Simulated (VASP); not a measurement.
A run of VASP 6.6.1 is set up as follows.

Contents of INCAR:

```
SYSTEM = AgCl
PREC = Accurate
ENCUT = 520
EDIFF = 1E-6
ISMEAR = 0
SIGMA = 0.05
LREAL = .FALSE.
LASPH = .TRUE.
NELM = 80
ALGO = Normal
ISIF = 2
LWAVE = .FALSE.
LCHARG = .FALSE.
GGA = PE
NBANDS = 16
```

File KPOINTS:

```
regular mesh
0
G
  8 8 8
  0 0 0
```

POSCAR

```
AgCl
1.0
    0.0000000000      2.8702102500      2.7731500000
    2.7731500000      0.0000000000      2.7731500000
    2.7731500000      2.8702102500      0.0000000000
Ag Cl
1 1
Direct
    0.5000000000      0.5000000000      0.5000000000
    0.0000000000      0.0000000000      0.0000000000
```

Potentials or basis: VASP PAW PBE potentials, release 64 (Ag, Cl).

Command:

```bash
$ cat potpaw_PBE.64/Ag/POTCAR potpaw_PBE.64/Cl/POTCAR > POTCAR
$ mpirun -np 1 vasp_std > vasp.out
```

(1) Estimate the band gap on the k mesh.

(2) Estimate the pressure.

## Answers

(1) 0.82 eV (least direct gap 3.04 eV).

(2) 0.0 GPa.

Caveat: the cell differs from its parent crystal (strain +0.0350 x Voigt [0, 1, 0, 0, 0, 0]).
